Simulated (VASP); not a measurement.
A run of VASP 6.6.1:

Contents of INCAR:

```
SYSTEM = HfO2
ALGO = Normal
EDIFF = 1E-7
ENCUT = 520
GGA = CA
ISIF = 2
ISMEAR = 0
LASPH = .TRUE.
LCHARG = .TRUE.
LELF = .TRUE.
LREAL = .FALSE.
LVHAR = .TRUE.
LWAVE = .FALSE.
NBANDS = 18
NELM = 100
PREC = Accurate
SIGMA = 0.01
```

The input KPOINTS:

```
k-points
0
G
  6 6 6
  0 0 0
```

File POSCAR:

```
HfO2
1.0
    0.0000000000      2.6400563953      2.6400563953
    2.6400563953      0.0000000000      2.6400563953
    2.6400563953      2.6400563953      0.0000000000
Hf O
1 2
Direct
    0.0000000000      0.0000000000      0.0000000000
    0.2500000000      0.2500000000      0.2500000000
    0.7500000000      0.7500000000      0.7500000000
```

Potentials or basis: VASP PAW LDA potentials, release 64 (Hf_pv, O).

Command:

```bash
$ cat potpaw_LDA.64/Hf_pv/POTCAR potpaw_LDA.64/O/POTCAR > POTCAR
$ mpirun -np 1 vasp_std > vasp.out
```

Hardware: 1 thread of Intel Xeon 6975P-C, on a shared host.

How long does it take, and how much memory?

Run time: 6 s on 1 thread of Intel Xeon 6975P-C, with other jobs on the host, peak memory 0.14 GiB. Counts: scf iterations 13, k points 16.
